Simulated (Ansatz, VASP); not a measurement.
# ScPt: VASP beside Ansatz

```
CELL_PARAMETERS angstrom
3.27000 0.03270 0.03270
0.03270 3.27000 0.03270
0.03270 0.03270 3.27000
ATOMIC_POSITIONS crystal
Sc 0.50000 0.50000 0.50000
Pt 0.00000 0.00000 0.00000
```

Change from the starting cell: equal xy, yz and zx shear strains of +2 %.

Alike in both runs: task single point; functional LDA; k mesh 10 × 10 × 10; occupations fermi-dirac, width 0.05 eV; no spin polarisation.

|  | VASP | Ansatz |
| --- | --- | --- |
| version | VASP 6.6.1 | Ansatz 0.2.0 |
| potentials or method | VASP PAW LDA potentials, release 64 (Sc_sv, Pt), cutoff 520 eV | all-electron LAPW, scalar-relativistic |

Ansatz gave:

| Item | Value |
| --- | --- |
| pressure (GPa) | -5.3 |
| traceless stress, the component that is largest in VASP (GPa) | -0.91 |

Problem. What did VASP give for the same quantities?

Solution. Pressure (GPa): -4.7; traceless stress, the component that is largest in VASP (GPa): -0.94.

LDA's correlation is that of Perdew and Zunger in VASP and of Perdew and Wang (1992) in Ansatz. Ansatz ran all-electron here, and VASP with PAW potentials.

Neither program's run includes spin-orbit coupling.
